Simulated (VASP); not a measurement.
# Be (R-3m) in VASP: a series of runs, part 2 of 2

VASP 6.6.1. The steps go on from the part before.

## 3. Single point, PBEsol (equal xy, yz and zx shear strains of +1 %)

Contents of INCAR:

```
PREC = Accurate
ENCUT = 520
EDIFF = 1E-6
ISMEAR = -1
SIGMA = 0.03
LREAL = F
LASPH = T
NELM = 100
ALGO = Normal
ISIF = 2
LWAVE = F
LCHARG = F
GGA = PS
NBANDS = 7
```

Contents of KPOINTS:

```
Automatic mesh
0
Gamma
  23 23 23
```

Contents of POSCAR:

```
Be
1.0
   -1.2405897418      1.2531209513      1.2531209513
    1.2531209513     -1.2405897418      1.2531209513
    1.2531209513      1.2531209513     -1.2405897418
Be
1
Direct
    0.0000000000      0.0000000000      0.0000000000
```

Potentials or basis: VASP PAW PBE potentials, release 64 (Be).

Command:

```sh
cat potpaw_PBE.64/Be/POTCAR > POTCAR
mpirun -np 1 vasp_std > vasp.out
```

OUTCAR:

```text
PREC = Accurate
   ENCUT = 520
   EDIFF = 1E-6
   ISMEAR = -1
   LREAL = F
   LASPH = T
   NELM = 100
   ISIF = 2
   GGA = PS

 ion  position               nearest neighbor table
   1  0.000  0.000  0.000-

  LATTYP: Found a trigonal (rhomboedric) cell.
 ALAT       =     2.1632584553
 COS(alpha) =    -0.3288480252

  Lattice vectors:

 A1 = (  -1.2405897418,   1.2531209513,   1.2531209513)
 A2 = (   1.2531209513,  -1.2405897418,   1.2531209513)
 A3 = (   1.2531209513,   1.2531209513,  -1.2405897418)

Analysis of symmetry for initial positions (statically):
=====================================================================
 Subroutine PRICEL returns:
 Original cell was already a primitive cell.

 Routine SETGRP: Setting up the symmetry group for a
 trigonal (rhombohedral) supercell.

 Subroutine GETGRP returns: Found 12 space group operations
 (whereof 12 operations were pure point group operations)
 out of a pool of 12 trial point group operations.

The static configuration has the point symmetry D_3d.

Analysis of symmetry for dynamics (positions and initial velocities):
=====================================================================
 Subroutine PRICEL returns:
 Original cell was already a primitive cell.

 Routine SETGRP: Setting up the symmetry group for a
 trigonal (rhombohedral) supercell.

 Subroutine GETGRP returns: Found 12 space group operations
 (whereof 12 operations were pure point group operations)
 out of a pool of 12 trial point group operations.

The dynamic configuration has the point symmetry D_3d.

 Subroutine INISYM returns: Found 12 space group operations
 (whereof 12 operations are pure point group operations),
 and found     1 'primitive' translations

----------------------------------------------------------------------------------------

                                     Primitive cell
[... 106 lines left out ...]
   IALGO  =     38    algorithm
   IMIX   =      4    mixing-type and parameters
     AMIX     =   0.40;   BMIX     =  1.00
     AMIX_MAG =   1.60;   BMIX_MAG =  1.00
  volume/ion in A,a.u.               =       7.87        53.11
  Fermi-wavevector in a.u.,A,eV,Ry     =   1.036930  1.959513 14.629301  1.075223
  Thomas-Fermi vector in A             =   2.171344
   LORBIT       =      0    0 simple, 1 ext, 2 COOP (PROOUT), +10 PAW based schemes
   GGA     = PS    functional components
   LHFCALC =     F    Hartree Fock is set to
   AEXX    =    0.0000 exact exchange contribution
   IVDW    =     0    specifies the selected vdW correction
   LEPSILON=     F    determine dielectric tensor
   LRPA    =     F    only Hartree local field effects (RPA)
 non-spin polarized calculation
  energy-cutoff  :      520.00
  volume of cell :        7.87
 maximum number of plane-waves:       236
   NGX =  7   NGY =  7   NGZ =  7

 number of electron       2.0000000 magnetization

 Free energy of the ion-electron system (eV)
  ---------------------------------------------------
  ext. energy  EPLUGINS =         0.00000000
  ---------------------------------------------------
  free energy    TOTEN  =        -3.89723751 eV

  energy without entropy =       -3.89665764  energy(sigma->0) =       -3.89694757

 E-fermi :   7.9369     XC(G=0): -10.6283

 val. band max:        7.9349204056   @ k =   0.3913   0.3043  -0.0000
 cond. band min:       7.9516128708   @ k =   0.3913   0.3913   0.3043
 fundamental gap:      0.0166924653
 Fermi energy:         7.9368741422

 k-point     1 :       0.0000    0.0000    0.0000
  band No.  band energies     occupation
      1      -4.3158      2.00000
      2      26.9766      0.00000
      3      27.3946      0.00000
      4      27.3946      0.00000
      5      38.4815      0.00000
      6      38.4815      0.00000
      7      38.7444      0.00000
[... 221 lines left out ...]
 k-point    24 :      -0.4783    0.0435    0.0000
  band No.  band energies     occupation
      1       2.2847      2.00000
      2       8.7299      0.00000
      3      20.1465      0.00000
      4      22.9441      0.00000
      5      29.2372      0.00000
      6      34.3048      0.00000
      7      44.0166      0.00000

 [... further k-points ...]

------------------------ aborting loop because EDIFF is reached ----------------------------------------

  FORCE on cell =-STRESS in cart. coord.  units (eV):
  Direction    XX          YY          ZZ          XY          YZ          ZX
  --------------------------------------------------------------------------------------
  -------------------------------------------------------------------------------------
  Total       -0.0768333     -0.0768333     -0.0768333     -0.0968931     -0.0968931     -0.0968931
  in kB      -15.6406072    -15.6406072    -15.6406072    -19.7240804    -19.7240804    -19.7240804
  external PRESSURE =     -15.6406072 kB  Pullay stress =       0.0000000 kB

 VOLUME and BASIS-vectors are now :
 -----------------------------------------------------------------------------
  energy-cutoff  :      520.00
  volume of cell :        7.87
      direct lattice vectors                 reciprocal lattice vectors
    -1.240589742  1.253120951  1.253120951    -0.003970384  0.397038443  0.397038443
     1.253120951 -1.240589742  1.253120951     0.397038443 -0.003970384  0.397038443
     1.253120951  1.253120951 -1.240589742     0.397038443  0.397038443 -0.003970384

 POSITION                                       TOTAL-FORCE (eV/Angst)
 -----------------------------------------------------------------------------------
      0.00000      0.00000      0.00000         0.000000      0.000000      0.000000
 -----------------------------------------------------------------------------------
    total drift:                                0.000000     -0.000000     -0.000000

  FREE ENERGIE OF THE ION-ELECTRON SYSTEM (eV)
  ---------------------------------------------------
  free  energy   TOTEN  =        -3.8972375099 eV

  energy  without entropy=       -3.8966576379  energy(sigma->0) =       -3.89694757
```

OSZICAR:

```text
N       E                     dE             d eps       ncg     rms          rms(c)
DAV:   1    -0.261553634676E+01   -0.26155E+01   -0.11557E+03 17500   0.236E+02
DAV:   2    -0.390861673094E+01   -0.12931E+01   -0.12429E+01 22463   0.259E+01
DAV:   3    -0.391063221273E+01   -0.20155E-02   -0.20151E-02 18473   0.907E-01
DAV:   4    -0.391063257482E+01   -0.36210E-06   -0.36211E-06 24423   0.121E-02
DAV:   5    -0.391063257536E+01   -0.53695E-09   -0.47226E-10 18550   0.537E-05    0.807E-01
DAV:   6    -0.390105871069E+01    0.95739E-02   -0.66334E-04 17360   0.282E-01    0.492E-01
DAV:   7    -0.389724517692E+01    0.38135E-02   -0.71541E-04 17241   0.288E-01    0.161E-02
DAV:   8    -0.389723696043E+01    0.82165E-05   -0.17209E-06 19369   0.124E-02    0.332E-03
DAV:   9    -0.389723750990E+01   -0.54947E-06   -0.16365E-07 16198   0.233E-03
   1 F= -.38972375E+01 E0= -.38969476E+01  d E =-.579872E-03
```

stdout:

```text
POSCAR found type information on POSCAR Be
 POSCAR found :  1 types and       1 ions
 scaLAPACK will be used
 -----------------------------------------------------------------------------
|                                                                             |
|                                                                             |
|     You enforced a specific xc type in the INCAR file but a different       |
|     I HOPE YOU KNOW WHAT YOU ARE DOING!                                     |
|                                                                             |
 -----------------------------------------------------------------------------

 LDA part: xc-table for (Slater+PW92), standard interpolation
 POSCAR, INCAR and KPOINTS ok, starting setup
 FFT: planning ... GRIDC
 FFT: planning ... GRID_SOFT
 FFT: planning ... GRID
 WAVECAR not read
 entering main loop
```

Run time: 22 s. Hardware: 1 thread of Intel Xeon Platinum 8488C (Sapphire Rapids), shared host; peak memory 0.16 GiB.

What came out:

```
Free energy            : -3.8972 eV
Pressure               : -1.6 GPa
Band gap on the k mesh : zero (bands 1 and 2 overlap by 4.84 eV)
```

Stress tensor (GPa, compression positive):
```
-1.56 -1.97 -1.97
-1.97 -1.56 -1.97
-1.97 -1.97 -1.56
```

Levels at points of the mesh, in eV from the Fermi level:
```tsv
k point	band 1	band 2	band 3	band 4	band 5
(0.00, 0.00, 0.00)	-12.25	19.04	19.46	19.46	30.54
```

Caveat: the cell differs from its parent crystal (equal xy, yz and zx shear strains of +1 %); the PAW data sets were made with another functional, which shifts forces and pressure a little.

## 4. Single point, PBEsol (equal xy, yz and zx shear strains of +3 %)

Contents of INCAR:

```
SYSTEM = Be
ALGO = Normal
EDIFF = 1E-7
ENCUT = 520
GGA = PS
ISIF = 2
ISMEAR = -1
LASPH = .True.
LCHARG = .False.
LREAL = .False.
LWAVE = .False.
NBANDS = 7
NELM = 100
PREC = Accurate
SIGMA = 0.03
```

Contents of KPOINTS:

```
k-points
0
Gamma
  23 23 23
  0 0 0
```

Contents of POSCAR:

```
Be
1.0
   -1.2155273228      1.2531209513      1.2531209513
    1.2531209513     -1.2155273228      1.2531209513
    1.2531209513      1.2531209513     -1.2155273228
Be
1
Direct
    0.0000000000      0.0000000000      0.0000000000
```

Command:

```sh
cat potpaw_PBE.64/Be/POTCAR > POTCAR
mpirun -np 1 vasp_std > vasp.out
```

Run time: 19 s. Hardware: 1 thread of Intel Xeon Platinum 8488C (Sapphire Rapids), shared host; peak memory 0.16 GiB.

It converged, with:

```
Free energy            : -3.8860 eV
Pressure               : -1.1 GPa
Band gap on the k mesh : zero (bands 1 and 2 overlap by 4.77 eV)
```

Stress tensor (GPa, compression positive):
```
-1.15 -5.69 -5.69
-5.69 -1.15 -5.69
-5.69 -5.69 -1.15
```

Levels at points of the mesh, in eV from the Fermi level:
```
           k point  band 1  band 2  band 3  band 4
(0.00, 0.00, 0.00)  -12.24   18.53   19.68   19.68
```

Caveat: the cell differs from its parent crystal (equal xy, yz and zx shear strains of +3 %); the PAW data sets were made with another functional, which shifts forces and pressure a little.

## 5. The runs side by side

| cell | gap on the mesh (eV) | pressure (GPa) |
| --- | --- | --- |
| a = 2.185 Å, angles 110.0°, 1 atom | none | -1.4 |
| a = 2.163 Å, angles 109.2°, 1 atom | none | -1.6 |
| a = 2.149 Å, angles 108.6°, 1 atom | none | -1.1 |

Alike in all rows: task single point; level PBEsol; potentials or basis VASP PAW PBE potentials, release 64 (Be); no spin polarisation; k mesh 23 × 23 × 23; cutoff (eV) 520; smearing fermi-dirac 0.03 eV.

Caveats: the PAW data sets were made with another functional, which shifts forces and pressure a little.

Total energies depend on the potentials used, so only differences within one code and one set of settings carry meaning.

The gap in the log of VASP goes by the Fermi energy; the results here count the filled bands.